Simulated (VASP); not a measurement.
Wanted: the native input for a VASP 6.6.1 run.

```yaml
Task: single point
Functional: PBE
Potentials_or_basis: VASP PAW PBE potentials, release 64 (Al, Ga_d, As)
Cutoff: 520 eV
k_mesh: 4 × 2 × 4
Occupations: gaussian, width 0.1 eV
Spin: no spin polarisation
Dipole_correction: no
Further_INCAR_settings: ALGO = Normal; EDIFF = 1e-06; NBANDS = 41
```

The structure of Al5GaAs6 lies in POSCAR:

```
Al5GaAs6
1.0
    4.0760178345      0.0000000000      0.0000000000
    0.0000000000     12.1518787546      0.0000000000
    0.0000000000      0.0000000000      5.6946254028
Al Ga As
5 1 6
Direct
    0.0000000000      0.8330940633     -0.0005725321
    0.0000000000      0.1669059367     -0.0005725321
    0.5000000000      0.3334357021      0.4993179257
    0.0000000000      0.5000000000     -0.0005432532
    0.5000000000      0.6665642979      0.4993179257
    0.5000000000      0.0000000000      0.4994925008
    0.5000000000      0.8328109520      0.7513906606
    0.0000000000      0.0000000000      0.2485516640
    0.5000000000      0.1671890480      0.7513906606
    0.0000000000      0.3334664657      0.2506963531
    0.5000000000      0.5000000000      0.7508342739
    0.0000000000      0.6665335343      0.2506963531
```

These files were run (other wordings do the same):

INCAR

```
  PREC = Accurate
  ENCUT = 520
  EDIFF = 1E-6
  ISMEAR = 0
  SIGMA = 0.1
  LREAL = F
  LASPH = T
  NELM = 100
  ALGO = Normal
  ISIF = 2
  LWAVE = F
  LCHARG = F
  GGA = PE
  NBANDS = 41
```

KPOINTS

```
Automatic mesh
0
Gamma
  4 2 4
```

Potentials or basis: VASP PAW PBE potentials, release 64 (Al, Ga_d, As).

Launch:

```sh
$ cat potpaw_PBE.64/Al/POTCAR potpaw_PBE.64/Ga_d/POTCAR potpaw_PBE.64/As/POTCAR > POTCAR
$ mpirun -np 1 vasp_std > vasp.out
```

It gave:

| Item | Value |
| --- | --- |
| Pressure | 0.3 GPa |
| Largest force | 0.014 eV/Å |
| Band gap on the k mesh | 1.43 eV |

Run time: 6.2 min on 1 thread of AMD EPYC 7R13 (shared host), peak memory 0.41 GiB.
